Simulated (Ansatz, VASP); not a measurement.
## BaO: VASP beside Ansatz

POSCAR

```
BaO
1.0
    0.0000000000      2.7719418017      2.7719418017
    2.7719418017      0.0000000000      2.7719418017
    2.7719418017      2.7719418017      0.0000000000
Ba O
1 1
Direct
    0.0000000000      0.0000000000      0.0000000000
    0.5000000000      0.5000000000      0.5000000000
```

INCAR.step1

```
SYSTEM = BaO
  ALGO = Normal
  EDIFF = 1E-5
  ENCUT = 520
  GGA = PE
  GGA_COMPAT = .FALSE.
  ISIF = 2
  ISMEAR = 0
  LASPH = .TRUE.
  LCHARG = .FALSE.
  LREAL = .FALSE.
  LWAVE = .TRUE.
  NBANDS = 15
  NELM = 120
  PREC = Accurate
  SIGMA = 0.01
```

Contents of INCAR.step2:

```
SYSTEM = BaO
  AEXX = 0.25
  ALGO = Normal
  EDIFF = 1E-6
  ENCUT = 520
  GGA = PE
  GGA_COMPAT = .FALSE.
  ISIF = 2
  ISMEAR = 0
  ISTART = 1
  LASPH = .TRUE.
  LCHARG = .FALSE.
  LHFCALC = .TRUE.
  LREAL = .FALSE.
  LWAVE = .FALSE.
  NBANDS = 15
  NELM = 120
  PREC = Accurate
  PRECFOCK = Normal
  SIGMA = 0.01
```

File KPOINTS:

```
k-points
0
G
  6 6 6
  0 0 0
```

Input for Ansatz:

```yaml
crystal:
  lattice:
    - [0.0, 2.7719418017, 2.7719418017]
    - [2.7719418017, 0.0, 2.7719418017]
    - [2.7719418017, 2.7719418017, 0.0]
  atoms:
    - { symbol: Ba, position: [0.0, 0.0, 0.0] }
    - { symbol: O, position: [0.5, 0.5, 0.5] }
kpoints:
  mp_grid: { grid: [6, 6, 6] }
  band_path:
    path:
      - [0.0, 0.0, 0.0]
      - [0.5, 0.0, 0.5]
      - [0.625, 0.25, 0.625]
      - [0.375, 0.375, 0.75]
      - [0.5, 0.5, 0.5]
      - [0.5, 0.25, 0.75]
      - [0.0, 0.5, 0.5]
    npoints: 1
hamiltonian:
  xc: pbe0
scf:
  occupations: { method: fixed }
  n_extra_bands: 4
output:
  forces: true
  stress: true
  eigenvalues: true
```

Alike in both runs: task single point; functional PBE0; k mesh 6 × 6 × 6; no spin polarisation.

```csv
,VASP,Ansatz
version,VASP 6.6.1,Ansatz 0.2.0
potentials or method,"VASP PAW PBE potentials, release 64 (Ba_sv, O)","plane waves, PAW"
plane-wave cutoff (eV),520,420
occupations,"gaussian, width 0.01 eV",fixed
valence electrons in the cell,16,16
```

Ansatz gave:

* gap on the k mesh at the Fermi level (eV): 4.05
* pressure (GPa): -0.5

Problem. Estimate VASP's values.

Solution. gap on the k mesh at the Fermi level (eV): 3.99; pressure (GPa): 1.0.

Ansatz's warnings: stress exchange threshold loose, stress scf threshold loose.

Spin-orbit coupling is off throughout.
